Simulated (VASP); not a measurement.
Here is a VASP 6.6.1 calculation.

Contents of INCAR:

```
SYSTEM = Co2Si
PREC = Accurate
ENCUT = 600
EDIFF = 1E-6
ISMEAR = 0
SIGMA = 0.1
LREAL = .False.
LASPH = .True.
NELM = 150
ALGO = Normal
ISIF = 3
LWAVE = .False.
LCHARG = .False.
ISPIN = 2
MAGMOM = -3 -3 0
LORBIT = 11
LMAXMIX = 4
GGA = PE
IBRION = 2
NSW = 90
EDIFFG = -0.04
```

The input KPOINTS:

```
Automatic mesh
0
Gamma
  6 6 4
  0 0 0
```

The input POSCAR:

```
Co2Si
1.0
    3.0139825800      0.0000000000      0.0000000000
    0.0000000000      3.0139825800      0.0000000000
    0.0000000000      0.0000000000      4.2663204300
Co Si
2 1
Direct
    0.0000000000      0.0000000000      0.7866233900
    0.0000000000      0.0000000000      0.2133766100
    0.5000000000      0.5000000000      0.5000000000
```

Potentials or basis: VASP PAW PBE potentials, release 64 (Co, Si).

Command:

```sh
$ cat potpaw_PBE.64/Co/POTCAR potpaw_PBE.64/Si/POTCAR > POTCAR
$ mpirun -np 1 vasp_std > vasp.out
```

Q: What does it give for the relaxed volume?

A: 11.66 Å³/atom.

Q: What does it give for the relaxed cell?

A: a = 2.636 Å, b = 2.636 Å, c = 5.034 Å, α = 90.00°, β = 90.00°, γ = 90.00°.

Forces in eV/Å, atoms in the order of the input:
```
Co   0.000  0.000 -0.023
Co   0.000  0.000  0.023
Si   0.000  0.000  0.000
```

Caveat: the k points lie up to 0.40 Å⁻¹ apart in the final cell.
